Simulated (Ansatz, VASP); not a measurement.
## GaN: VASP beside Ansatz

```
CELL_PARAMETERS angstrom
3.18315 0.00000 0.00000
-1.59157 2.75669 0.00000
0.00000 0.00000 5.02812
ATOMIC_POSITIONS crystal
Ga 0.33333 0.66667 0.99626
Ga 0.66667 0.33333 0.49626
N 0.33333 0.66667 0.37874
N 0.66667 0.33333 0.87874
```

Change from the starting cell: uniaxial_z strain -3.0%.

Alike in both runs: task single point; functional r2SCAN; k mesh 12 × 12 × 6; no spin polarisation.

|  | VASP | Ansatz |
| --- | --- | --- |
| version | VASP 6.6.1 | Ansatz 0.2.0 |
| potentials or method | VASP PAW PBE potentials, release 64 (Ga_d, N) | plane waves, PAW |
| plane-wave cutoff (eV) | 520 | 500 |
| occupations | gaussian, width 0.01 eV | fixed |
| valence electrons in the cell | 36 | 36 |

```csv
,VASP,Ansatz,Ansatz less VASP
gap on the k mesh at the Fermi level (eV),2.51,2.52,+0.008
pressure (GPa),7.6,6.4,-1.25
"traceless stress, the component that is largest in VASP (GPa)",6.05,6.08,+0.033
rms of the force components (eV/Å),0.004,0.000,-0.0038
```

VASP's potentials were made for PBE, not for r2SCAN. Atom by atom the forces differ by 0.004 eV/Å (rms over components).
